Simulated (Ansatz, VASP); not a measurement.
Si2Ni: VASP beside Ansatz

```xyz
3
Lattice="0.0000 2.6956 2.6956 2.6956 0.0000 2.6956 2.6956 2.6956 0.0000" Properties=species:S:1:pos:R:3 pbc="T T T"
Si    1.3478    1.3478    1.3478
Si    4.0434    4.0434    4.0434
Ni    0.0000    0.0000    0.0000
```

Alike in both runs: task single point; functional PBEsol; k mesh 6 × 6 × 6; occupations gaussian, width 0.1 eV; no spin polarisation.

|  | VASP | Ansatz |
| --- | --- | --- |
| version | VASP 6.6.1 | Ansatz 0.2.0 |
| potentials or method | VASP PAW PBE potentials, release 64 (Si, Ni), cutoff 600 eV | scalar-relativistic, plane waves, PAW |
| valence electrons in the cell | 18 | 26 |

|  | VASP | Ansatz | Ansatz less VASP |
| --- | --- | --- | --- |
| gap on the k mesh at the Fermi level (eV) | none | none | - |
| pressure (GPa) | 0.6 | 0.5 | -0.10 |

VASP's potentials were made for PBE, not for PBEsol, and Ansatz warns of the same on its side. A gap of «none» marks a metal or a gap that the smearing closes. With one functional, cell and mesh, what is left measures potentials, basis and numerics. VASP's potentials hold 18 valence electrons a cell and Ansatz's 26, so a difference there can come from the potentials and not from the codes.
